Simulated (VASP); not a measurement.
Zn, 1 atom in the cell. It takes space group Pm-3m (No. 221, cubic). Conventional cell: a = 2.560 Å, b = 2.560 Å, c = 2.560 Å, α = 90.00°, β = 90.00°, γ = 90.00°. Within 3.4 Å of Zn (site symmetry m-3m) lie 6 Zn at 2.56 Å. 

| Quantity | Value |
| --- | --- |
| Program | VASP 6.6.1 |
| Task | relaxation of cell and atoms |
| Functional | PBE |
| Potentials or basis | VASP PAW PBE potentials, release 64 (Zn) |
| Cutoff | 600 eV |
| k mesh | 9 × 9 × 9 |
| Occupations | methfessel-paxton, width 0.05 eV |
| Spin | no spin polarisation |
| Target pressure | 60 GPa |
| Dipole correction | no |
| Further INCAR settings | ALGO = Normal; EDIFF = 1e-06; IBRION = 2; EDIFFG = -0.01; NSW = 80; ISIF = 3 |

Potentials or basis: VASP PAW PBE potentials, release 64 (Zn).

Command:

```console
$ cat potpaw_PBE.64/Zn/POTCAR > POTCAR
$ mpirun -np 1 vasp_std > vasp.out
```

Hardware: 1 thread of Intel Xeon 8259CL, on a shared host.

Q: Estimate the wall time of this run.

A: It took 38 s on 1 thread of Intel Xeon 8259CL (shared host), peak memory 0.13 GiB. Counts: scf iterations 43, k points 35, ion steps 5.
